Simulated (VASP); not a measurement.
# TePb (Fm-3m) in VASP: single point with PBEsol

Aim: the single point of TePb with PBEsol.

All numbers are computed with VASP 6.6.1; they aren't measurements. Logs are shortened: lines on timing, memory, paths and dates and some standing lists are left out, and cuts for length are marked.

## 1. The cell of the first run

It takes space group Fm-3m (No. 225, cubic). Conventional cell: a = 6.446 Å, b = 6.446 Å, c = 6.446 Å, α = 90.00°, β = 90.00°, γ = 90.00°. Within 4.2 Å of Te (site symmetry m-3m) lie 6 Pb at 3.22 Å. Pb (site symmetry m-3m) has 6 Te at 3.22 Å within 4.2 Å.

## 2. Single point, PBEsol

Input file INCAR:

```
ALGO = Normal
EDIFF = 1E-6
ENCUT = 520
GGA = PS
ISIF = 2
ISMEAR = 0
LASPH = T
LCHARG = F
LREAL = F
LWAVE = F
NBANDS = 17
NELM = 80
PREC = Accurate
SIGMA = 0.02
```

Input file KPOINTS:

```
k-points
0
Gamma
  6 6 6
```

Input file POSCAR:

```
TePb
1.0
    0.0000000000      3.2227524523      3.2227524523
    3.2227524523      0.0000000000      3.2227524523
    3.2227524523      3.2227524523      0.0000000000
Te Pb
1 1
Direct
    0.0000000000      0.0000000000      0.0000000000
    0.5000000000      0.5000000000      0.5000000000
```

Potentials or basis: VASP PAW PBE potentials, release 64 (Te, Pb_d).

Launch:

```bash
$ cat potpaw_PBE.64/Te/POTCAR potpaw_PBE.64/Pb_d/POTCAR > POTCAR
$ mpirun -np 1 vasp_std > vasp.out
```

OUTCAR:

```text
EDIFF = 1E-6
   ENCUT = 520
   GGA = PS
   ISIF = 2
   ISMEAR = 0
   LASPH = T
   LREAL = F
   NELM = 80
   PREC = Accurate

 ion  position               nearest neighbor table
   1  0.000  0.000  0.000-   2 3.22   2 3.22   2 3.22   2 3.22   2 3.22   2 3.22
   2  0.500  0.500  0.500-   1 3.22   1 3.22   1 3.22   1 3.22   1 3.22   1 3.22

  LATTYP: Found a face centered cubic cell.
 ALAT       =     6.4455049046

  Lattice vectors:

 A1 = (   0.0000000000,   3.2227524523,   3.2227524523)
 A2 = (   3.2227524523,   0.0000000000,   3.2227524523)
 A3 = (   3.2227524523,   3.2227524523,   0.0000000000)

Analysis of symmetry for initial positions (statically):
=====================================================================
 Subroutine PRICEL returns:
 Original cell was already a primitive cell.

 Routine SETGRP: Setting up the symmetry group for a
 face centered cubic supercell.

 Subroutine GETGRP returns: Found 48 space group operations
 (whereof 48 operations were pure point group operations)
 out of a pool of 48 trial point group operations.

The static configuration has the point symmetry O_h .

Analysis of symmetry for dynamics (positions and initial velocities):
=====================================================================
 Subroutine PRICEL returns:
 Original cell was already a primitive cell.

 Routine SETGRP: Setting up the symmetry group for a
 face centered cubic supercell.

 Subroutine GETGRP returns: Found 48 space group operations
 (whereof 48 operations were pure point group operations)
 out of a pool of 48 trial point group operations.

The dynamic configuration has the point symmetry O_h .

 Subroutine INISYM returns: Found 48 space group operations
 (whereof 48 operations are pure point group operations),
 and found     1 'primitive' translations

----------------------------------------------------------------------------------------

                                     Primitive cell

  volume of cell :      66.9439

  direct lattice vectors                    reciprocal lattice vectors
     0.000000000  3.222752452  3.222752452    -0.155146884  0.155146884  0.155146884
     3.222752452  0.000000000  3.222752452     0.155146884 -0.155146884  0.155146884
     3.222752452  3.222752452  0.000000000     0.155146884  0.155146884 -0.155146884

  length of vectors
     4.557660226  4.557660226  4.557660226     0.268722285  0.268722285  0.268722285

  position of ions in fractional coordinates (direct lattice)
     0.000000000  0.000000000  0.000000000
     0.500000000  0.500000000  0.500000000

  ion indices of the primitive-cell ions
   primitive index   ion index
                 1           1
                 2           2

----------------------------------------------------------------------------------------

 KPOINTS: k-points

Automatic generation of k-mesh.
 Grid dimensions read from file:
 generate k-points for:    6    6    6

 Generating k-lattice:

  Cartesian coordinates                     Fractional coordinates (reciprocal lattice)
    -0.025857814  0.025857814  0.025857814     0.166666667  0.000000000  0.000000000
     0.025857814 -0.025857814  0.025857814     0.000000000  0.166666667  0.000000000
     0.025857814  0.025857814 -0.025857814     0.000000000  0.000000000  0.166666667

  Length of vectors
     0.044787048  0.044787048  0.044787048

  Shift w.r.t. Gamma in fractional coordinates (k-lattice)
     0.000000000  0.000000000  0.000000000

 Subroutine IBZKPT returns following result:
 ===========================================

 Found     16 irreducible k-points:

 Following reciprocal coordinates:
            Coordinates               Weight
  0.000000  0.000000  0.000000      1.000000
  0.166667  0.000000  0.000000      8.000000
  0.333333  0.000000  0.000000      8.000000
  0.500000  0.000000  0.000000      4.000000
  0.166667  0.166667  0.000000      6.000000
  0.333333  0.166667  0.000000     24.000000
[... 8 lines left out ...]
 -0.333333  0.333333  0.166667     24.000000
 -0.333333  0.500000  0.166667     12.000000
   k-points           NKPTS =     16   k-points in BZ     NKDIM =     16   number of bands    NBANDS=     17
   number of dos      NEDOS =    301   number of ions     NIONS =      2
   total plane-waves  NPLWV =  46656
   dimension x,y,z NGX =    36 NGY =   36 NGZ =   36
   dimension x,y,z NGXF=    72 NGYF=   72 NGZF=   72
   ions per type =               1   1
   NGX,Y,Z   is equivalent  to a cutoff of  13.13, 13.13, 13.13 a.u.
   NGXF,Y,Z  is equivalent  to a cutoff of  26.26, 26.26, 26.26 a.u.
 SYSTEM =  unknown system
   PREC   = accura    normal or accurate (medium, high low for compatibility)
   ISTART =      0    job   : 0-new  1-cont  2-samecut
   ICHARG =      2    charge: 1-file 2-atom 10-const
   ISPIN  =      1    spin polarized calculation?
   LNONCOLLINEAR =      F non collinear calculations
   LSORBIT =      F    spin-orbit coupling
   LASPH  =      T    aspherical Exc in radial PAW
   ENCUT  =  520.0 eV  38.22 Ry    6.18 a.u.   8.47  8.47  8.47*2*pi/ulx,y,z
   NELM   =     80;   NELMIN=  2; NELMDL= -5     # of ELM steps
   EDIFF  = 0.1E-05   stopping-criterion for ELM
   LREAL  =      F    real-space projection
   EDIFFG = 0.1E-04   stopping-criterion for IOM
   NSW    =      0    number of steps for IOM
   IBRION =     -1    ionic relax: 0-MD 1-quasi-New 2-CG
   NFREE  =      0    steps in history (QN), initial steepest desc. (CG)
   ISIF   =      2    stress and relaxation
   ISYM   =      2    0-nonsym 1-usesym 2-fastsym
   POTIM  = 0.5000    time-step for ionic-motion
   TEBEG  =    0.0;   TEEND  =   0.0 temperature during run
   PSTRESS=    0.0 pullay stress
   NELECT =      20.0000    total number of electrons
   NUPDOWN=      -1.0000    fix difference up-down
   EMIN   =  10.00;   EMAX   =-10.00  energy-range for DOS
   EFERMI =   0.00;   METHOD = LEGACY
   ISMEAR =     0;   SIGMA  =   0.02  broadening in eV -4-tet -1-fermi 0-gaus
   EFERMI_NEDOS =   21; number of points for ismear=-14 and -15
   IALGO  =     38    algorithm
   IMIX   =      4    mixing-type and parameters
     AMIX     =   0.40;   BMIX     =  1.00
     AMIX_MAG =   1.60;   BMIX_MAG =  1.00
  volume/ion in A,a.u.               =      33.47       225.88
  Fermi-wavevector in a.u.,A,eV,Ry     =   1.094413  2.068141 16.296238  1.197740
  Thomas-Fermi vector in A             =   2.230717
   LORBIT       =      0    0 simple, 1 ext, 2 COOP (PROOUT), +10 PAW based schemes
   GGA     = PS    functional components
   LHFCALC =     F    Hartree Fock is set to
   AEXX    =    0.0000 exact exchange contribution
   IVDW    =     0    specifies the selected vdW correction
   LEPSILON=     F    determine dielectric tensor
   LRPA    =     F    only Hartree local field effects (RPA)
 non-spin polarized calculation
 Gauss-broadening in eV      SIGMA  =   0.02
  energy-cutoff  :      520.00
  volume of cell :       66.94
 maximum number of plane-waves:      1820
 NGX is ok and might be reduce to    36
   NGX = 17   NGY = 17   NGZ = 17

 number of electron      20.0000002 magnetization

 Free energy of the ion-electron system (eV)
  ---------------------------------------------------
  ext. energy  EPLUGINS =         0.00000000
  ---------------------------------------------------
  free energy    TOTEN  =        -8.26004628 eV

  energy without entropy =       -8.26004628  energy(sigma->0) =       -8.26004628

 E-fermi :   5.6867     XC(G=0):  -9.5050

 val. band max:        5.5597078536   @ k =   0.5000   0.0000   0.0000
 cond. band min:       6.2117415240   @ k =   0.5000   0.0000   0.0000
 fundamental gap:      0.6520336703
 Fermi energy:         5.6866786816

 k-point     1 :       0.0000    0.0000    0.0000
  band No.  band energies     occupation
      1     -11.0834      2.00000
      2     -11.0834      2.00000
      3     -11.0719      2.00000
      4     -11.0719      2.00000
      5     -11.0719      2.00000
      6      -6.5387      2.00000
[... 9 lines left out ...]
     16      11.2994      0.00000
     17      12.7658      0.00000

 k-point     2 :       0.1667    0.0000    0.0000
  band No.  band energies     occupation
      1     -11.0869      2.00000
      2     -11.0869      2.00000
      3     -11.0712      2.00000
      4     -11.0678      2.00000
      5     -11.0678      2.00000
      6      -6.2989      2.00000
[... 9 lines left out ...]
     16      11.8124      0.00000
     17      14.4660      0.00000

 k-point     3 :       0.3333    0.0000    0.0000
  band No.  band energies     occupation
      1     -11.0949      2.00000
      2     -11.0949      2.00000
      3     -11.0701      2.00000
      4     -11.0585      2.00000
      5     -11.0585      2.00000
      6      -5.6430      2.00000
[... 9 lines left out ...]
     16      13.1845      0.00000
     17      16.5168      0.00000

 k-point     4 :       0.5000    0.0000    0.0000
  band No.  band energies     occupation
      1     -11.0991      2.00000
      2     -11.0991      2.00000
      3     -11.0696      2.00000
      4     -11.0536      2.00000
      5     -11.0536      2.00000
      6      -5.0772      2.00000
[... 9 lines left out ...]
     16      14.7959      0.00000
     17      14.7959      0.00000
[... 183 lines left out ...]
      1     -11.1189      2.00000
      2     -11.0853      2.00000
      3     -11.0718      2.00000
      4     -11.0557      2.00000
      5     -11.0519      2.00000
      6      -5.1632      2.00000
[... 9 lines left out ...]
     16      14.5868      0.00000
     17      15.0978      0.00000

 k-point    15 :      -0.3333    0.3333    0.1667
  band No.  band energies     occupation
      1     -11.1224      2.00000
      2     -11.0883      2.00000
      3     -11.0644      2.00000
      4     -11.0618      2.00000
      5     -11.0480      2.00000
      6      -4.7715      2.00000
[... 9 lines left out ...]
     16      15.8097      0.00000
     17      15.9559      0.00000

 k-point    16 :      -0.3333    0.5000    0.1667
  band No.  band energies     occupation
      1     -11.1363      2.00000
      2     -11.0808      2.00000
      3     -11.0734      2.00000
      4     -11.0544      2.00000
      5     -11.0443      2.00000
      6      -4.7021      2.00000
[... 9 lines left out ...]
     16      16.2995      0.00000
     17      17.1094      0.00000

------------------------ aborting loop because EDIFF is reached ----------------------------------------

  FORCE on cell =-STRESS in cart. coord.  units (eV):
  Direction    XX          YY          ZZ          XY          YZ          ZX
  --------------------------------------------------------------------------------------
  -------------------------------------------------------------------------------------
  Total       -0.0331462     -0.0331462     -0.0331462      0.0000000      0.0000000      0.0000000
  in kB       -0.7932928     -0.7932928     -0.7932928      0.0000000      0.0000000      0.0000000
  external PRESSURE =      -0.7932928 kB  Pullay stress =       0.0000000 kB

 VOLUME and BASIS-vectors are now :
 -----------------------------------------------------------------------------
  energy-cutoff  :      520.00
  volume of cell :       66.94
      direct lattice vectors                 reciprocal lattice vectors
     0.000000000  3.222752452  3.222752452    -0.155146884  0.155146884  0.155146884
     3.222752452  0.000000000  3.222752452     0.155146884 -0.155146884  0.155146884
     3.222752452  3.222752452  0.000000000     0.155146884  0.155146884 -0.155146884

 POSITION                                       TOTAL-FORCE (eV/Angst)
 -----------------------------------------------------------------------------------
      0.00000      0.00000      0.00000        -0.000000     -0.000000     -0.000000
      3.22275      3.22275      3.22275         0.000000      0.000000      0.000000
 -----------------------------------------------------------------------------------
    total drift:                                0.000000      0.000000      0.000000

  FREE ENERGIE OF THE ION-ELECTRON SYSTEM (eV)
  ---------------------------------------------------
  free  energy   TOTEN  =        -8.2600462843 eV

  energy  without entropy=       -8.2600462843  energy(sigma->0) =       -8.26004628
```

Wall time 27 s (1 thread of Intel Xeon 8259CL, shared host); peak memory 0.2 GiB.

What came out:

* Free energy: -8.2600 eV
* Pressure: -0.1 GPa
* Band gap on the k mesh: 0.65 eV, direct

Levels at points of the mesh, in eV from the valence-band top:
| k point | band 8 | band 9 | band 10 | band 11 | band 12 | band 13 |
| --- | --- | --- | --- | --- | --- | --- |
| (0.00, 0.00, 0.00) | -1.36 | -1.36 | -1.36 | 4.07 | 4.07 | 4.07 |
| (0.50, 0.00, 0.00) | -0.90 | -0.90 | 0.00 | 0.65 | 1.23 | 1.23 |
| (0.50, 0.50, 0.00) | -4.58 | -2.85 | -2.85 | 3.18 | 5.49 | 5.49 |

Caveat: the PAW data sets were made with another functional, which shifts forces and pressure a little; spin-orbit coupling is left out, which moves the levels of the heavy elements. A k mesh can miss the band edges.
